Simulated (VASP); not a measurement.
## Nd2H3: single point with PBE

The system is Nd2H3.

```
Nd H
1.0
    -0.00002   -0.00003   -3.98057
     2.46118   -4.26441    0.00014
    -7.47066   -4.31411    0.00006
Nd H
4 6
Cartesian
  -5.0075 -5.7327 -1.9900
  -2.5017 -1.4454 -1.9902
  -4.9739 -2.8709 -0.0001
  -0.0067 -2.8487 0.0002
  -3.8328 -3.5359 -1.9904
  1.1346 -3.5123 -1.9902
  -2.5166 -5.8149 -1.9903
  -0.0115 -1.5276 -1.9900
  -6.1274 -3.5367 -1.9902
  -1.1603 -3.5139 -1.9902
```

```
Program             : VASP 6.6.1
Task                : single point
Functional          : PBE
Potentials or basis : VASP PAW PBE potentials, release 64 (Nd_3, H), 4f in core
Cutoff              : 500 eV
k mesh              : 6 × 4 × 4
Occupations         : gaussian, width 0.2 eV
Spin                : no spin polarisation
```

The pressure is 0.0 GPa and the band gap on the k mesh is zero (bands 25 and 26 overlap by 1.68 eV).

Forces on the atoms (eV/Å):
```
Nd  -0.001 -0.002 -0.001
Nd   0.000 -0.002 -0.001
Nd   0.000  0.001  0.001
Nd   0.001  0.002  0.000
H    0.000  0.001  0.000
H    0.000  0.001  0.000
H    0.000  0.000  0.000
H    0.000  0.000  0.000
H    0.000  0.000  0.000
H    0.000  0.000  0.000
```

Stress tensor (GPa, compression positive):
```
-0.06 -0.01  0.00
-0.01 -0.05  0.00
 0.00  0.00  0.15
```

Levels at points of the mesh, in eV from the Fermi level:
| k point | band 23 | band 24 | band 25 | band 26 | band 27 | band 28 |
| --- | --- | --- | --- | --- | --- | --- |
| (0.00, 0.00, 0.00) | -1.85 | -1.65 | 0.69 | 0.92 | 1.07 | 1.08 |
| (0.50, 0.00, 0.00) | -1.22 | -0.83 | -0.76 | -0.75 | 0.37 | 1.26 |
| (0.00, 0.50, 0.00) | -1.60 | -1.59 | 0.34 | 0.34 | 0.97 | 0.97 |
| (0.50, 0.50, 0.00) | -1.00 | -1.00 | 0.07 | 0.07 | 1.15 | 1.16 |
| (0.00, 0.00, 0.50) | -1.94 | -1.94 | 0.93 | 0.93 | 0.94 | 0.94 |
| (0.50, 0.00, 0.50) | -1.29 | -1.29 | -0.30 | -0.30 | 0.41 | 0.41 |
| (0.00, 0.50, 0.50) | -1.66 | -1.66 | 0.63 | 0.63 | 0.98 | 0.98 |
| (0.50, 0.50, 0.50) | -1.21 | -1.21 | 0.35 | 0.35 | 1.31 | 1.31 |

Wall time 120 s on 1 thread of Intel(R) Xeon(R) 6975P-C (Granite Rapids), with other jobs on the host, peak memory 0.39 GiB.

Caveat: spin-orbit coupling is left out, which moves the levels of the heavy elements; the 4f electrons are frozen in the core, so they carry no moment and show no levels. Spin polarisation is off, so any magnetic state and its effect on volume and gap are missing.
